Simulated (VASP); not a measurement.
A run of VASP 6.6.1:

Contents of POSCAR:

```
LiCl
1.0
    0.0000000000      2.5387713100      2.5387713100
    2.5387713100      0.0000000000      2.5387713100
    2.5387713100      2.5387713100      0.0000000000
Li Cl
1 1
Direct
    0.0000000000      0.0000000000      0.0000000000
    0.5000000000      0.5000000000      0.5000000000
```

INCAR.step1

```
ALGO = Normal
EDIFF = 1E-4
ENCUT = 520
GGA = PE
ISMEAR = -1
LASPH = True
LCHARG = False
LREAL = False
LWAVE = True
NBANDS = 12
NELM = 60
PREC = Accurate
SIGMA = 0.02
```

INCAR.step2

```
ALGO = Normal
EDIFF = 1E-6
ENCUT = 520
ISIF = 2
ISMEAR = -1
ISTART = 1
LASPH = True
LCHARG = False
LMIXTAU = True
LREAL = False
LWAVE = False
METAGGA = R2SCAN
NBANDS = 12
NELM = 60
PREC = Accurate
SIGMA = 0.02
```

The input KPOINTS:

```
k-points
0
Gamma
  10 10 10
```

Potentials or basis: VASP PAW PBE potentials, release 64 (Li_sv, Cl).

Launch:

```sh
$ cat potpaw_PBE.64/Li_sv/POTCAR potpaw_PBE.64/Cl/POTCAR > POTCAR
$ cp INCAR.step1 INCAR
$ mpirun -np 1 vasp_std > vasp.out
$ cp INCAR.step2 INCAR
$ mpirun -np 1 vasp_std > vasp.out
```

Hardware: 1 thread of Intel(R) Xeon(R) Platinum 8559C (Emerald Rapids), with other jobs on the host.

How long does it take, and how much memory?

Run time: 47 s on 1 thread of Intel(R) Xeon(R) Platinum 8559C (Emerald Rapids), on a shared host, peak memory 0.15 GiB. Counts: k points 47.
